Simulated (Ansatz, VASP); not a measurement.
One calculation of SnO2, two programs

File INCAR:

```
SYSTEM = SnO2
ALGO = Normal
EDIFF = 1E-6
ENCUT = 520
GGA = CA
ISIF = 2
ISMEAR = 0
LASPH = .TRUE.
LCHARG = .TRUE.
LELF = .TRUE.
LREAL = .FALSE.
LVHAR = .TRUE.
LWAVE = .FALSE.
NBANDS = 35
NELM = 60
PREC = Accurate
SIGMA = 0.01
```

Contents of KPOINTS:

```
k-points
0
G
  6 6 8
  0 0 0
```

POSCAR

```
SnO2
1.0
    4.7604949050      0.0000000000      0.0000000000
    0.0000000000      4.7604949050      0.0000000000
    0.0000000000      0.0000000000      3.2001628095
Sn O
2 4
Direct
    0.0000000000      0.0000000000      0.0000000000
    0.5000000000      0.5000000000      0.5000000000
    0.3058809151      0.3058809151      0.0000000000
    0.1941190849      0.8058809151      0.5000000000
    0.6941190849      0.6941190849      0.0000000000
    0.8058809151      0.1941190849      0.5000000000
```

Input for Ansatz:

```yaml
crystal:
  lattice:
    - [4.760494905, 0.0, 0.0]
    - [0.0, 4.760494905, 0.0]
    - [0.0, 0.0, 3.2001628095]
  atoms:
    - { symbol: Sn, position: [0.0, 0.0, 0.0] }
    - { symbol: Sn, position: [0.5, 0.5, 0.5] }
    - { symbol: O, position: [0.3058809151, 0.3058809151, 0.0] }
    - { symbol: O, position: [0.1941190849, 0.8058809151, 0.5] }
    - { symbol: O, position: [0.6941190849, 0.6941190849, 0.0] }
    - { symbol: O, position: [0.8058809151, 0.1941190849, 0.5] }
kpoints:
  mp_grid: { grid: [6, 6, 8] }
  band_path:
    path:
      - [0.0, 0.0, 0.0]
      - [0.0, 0.5, 0.0]
      - [0.5, 0.5, 0.0]
      - [0.0, 0.0, 0.5]
      - [0.0, 0.5, 0.5]
      - [0.5, 0.5, 0.5]
    npoints: 1
hamiltonian:
  xc: lda
scf:
  occupations: { method: fixed }
  n_extra_bands: 5
output:
  forces: true
  stress: true
  eigenvalues: true
  write_density: true
  write_potential: true
  elf: true
  volumetric_format: npy
```

Alike in both runs: task single point; functional LDA; k mesh 6 × 6 × 8; no spin polarisation.

|  | VASP | Ansatz |
| --- | --- | --- |
| version | VASP 6.6.1 | Ansatz 0.2.0 |
| potentials or method | VASP PAW LDA potentials, release 64 (Sn_d, O) | plane waves, PAW |
| plane-wave cutoff (eV) | 520 | 420 |
| occupations | gaussian, width 0.01 eV | fixed |
| valence electrons in the cell | 52 | 52 |

|  | VASP | Ansatz | Ansatz less VASP |
| --- | --- | --- | --- |
| gap on the k mesh at the Fermi level (eV) | 0.98 | 0.95 | -0.034 |
| pressure (GPa) | -2.8 | -3.8 | -1.00 |
| traceless stress, the component that is largest in VASP (GPa) | 0.26 | -0.03 | -0.287 |
| rms of the force components (eV/Å) | 0.026 | 0.036 | +0.0101 |

LDA's correlation is that of Perdew and Zunger in VASP and of Perdew and Wang (1992) in Ansatz. Atom by atom the forces differ by 0.010 eV/Å (rms over components).
